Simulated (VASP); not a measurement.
# Al: single point with r2SCAN

The system is Al.

```
CELL_PARAMETERS angstrom
0.00000 1.99669 1.99669
1.99669 0.00000 1.99669
1.99669 1.99669 0.00000
ATOMIC_POSITIONS crystal
Al 0.00000 0.00000 0.00000
```

```json
{
  "Program": "VASP 6.6.1",
  "Task": "single point",
  "Functional": "r2SCAN",
  "Potentials or basis": "VASP PAW PBE potentials, release 64 (Al)",
  "Cutoff": "520 eV",
  "k mesh": "14 × 14 × 14",
  "Occupations": "methfessel-paxton, width 0.01 eV",
  "Spin": "no spin polarisation",
  "Dipole correction": "no",
  "Further INCAR settings": "ALGO = Normal; EDIFF = 1e-07; NBANDS = 8"
}
```

```yaml
Pressure: -0.8 GPa
Band_gap_on_the_k_mesh: zero (an odd number of electrons rules out a gap without spin polarisation)
```

Levels at points of the mesh, in eV from the Fermi level:
| k point | band 1 | band 2 | band 3 | band 4 |
| --- | --- | --- | --- | --- |
| (0.00, 0.00, 0.00) | -12.11 | 13.51 | 13.51 | 13.51 |
| (0.50, 0.00, 0.00) | -5.16 | -4.59 | 12.24 | 12.24 |
| (0.50, 0.50, 0.00) | -3.26 | -1.68 | 5.46 | 6.17 |

Run time: 27 s on 1 thread of Intel(R) Xeon(R) Platinum 8488C (Sapphire Rapids) (shared host), peak memory 0.14 GiB.

Caveat: the PAW data sets were made with another functional, which shifts forces and pressure a little.
